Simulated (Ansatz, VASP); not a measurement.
# One calculation of Al, two programs

INCAR

```
SYSTEM = Al
  ALGO = Normal
  EDIFF = 1E-7
  ENCUT = 520
  GGA = PE
  ISIF = 2
  ISMEAR = -1
  LASPH = .TRUE.
  LCHARG = .TRUE.
  LELF = .TRUE.
  LREAL = .FALSE.
  LVHAR = .TRUE.
  LWAVE = .FALSE.
  NBANDS = 10
  NELM = 100
  PREC = Accurate
  SIGMA = 0.1
```

Contents of KPOINTS:

```
k-points
0
G
  15 15 15
  0 0 0
```

POSCAR

```
Al
1.0
    0.0000000000      3.1021769809      3.1021769809
    3.1021769809      0.0000000000      3.1021769809
    3.1021769809      3.1021769809      0.0000000000
Al
2
Direct
    0.1250000000      0.1250000000      0.1250000000
    0.8750000000      0.8750000000      0.8750000000
```

Input for Ansatz:

```yaml
crystal:
  lattice:
    - [0.0, 3.1021769809, 3.1021769809]
    - [3.1021769809, 0.0, 3.1021769809]
    - [3.1021769809, 3.1021769809, 0.0]
  atoms:
    - { symbol: Al, position: [0.125, 0.125, 0.125] }
    - { symbol: Al, position: [0.875, 0.875, 0.875] }
hamiltonian:
  xc: pbe
  pseudopotentials:
    kind: paw
    azcp:
      Al: "pseudopotentials/Al.paw.azcp"
basis:
  ecutwfc: 420
  fft_grid_basis: typed
kpoints:
  mp_grid: { grid: [15, 15, 15], shift: [0, 0, 0] }
magnetization:
  spin_polarized: false
scf:
  occupations: { method: fermi_dirac, width: 0.1 }
output:
  stress: true
```

Alike in both runs: task single point; functional PBE; k mesh 15 × 15 × 15; occupations fermi-dirac, width 0.1 eV; no spin polarisation.

|  | VASP | Ansatz |
| --- | --- | --- |
| version | VASP 6.6.1 | Ansatz 0.2.0 |
| potentials or method | VASP PAW PBE potentials, release 64 (Al), cutoff 520 eV | plane waves (420 eV) with PAW, scalar-relativistic |
| valence electrons in the cell | 6 | 6 |

```tsv
	VASP	Ansatz	Ansatz less VASP
pressure (GPa)	-2.4	-2.4	+0.02
```
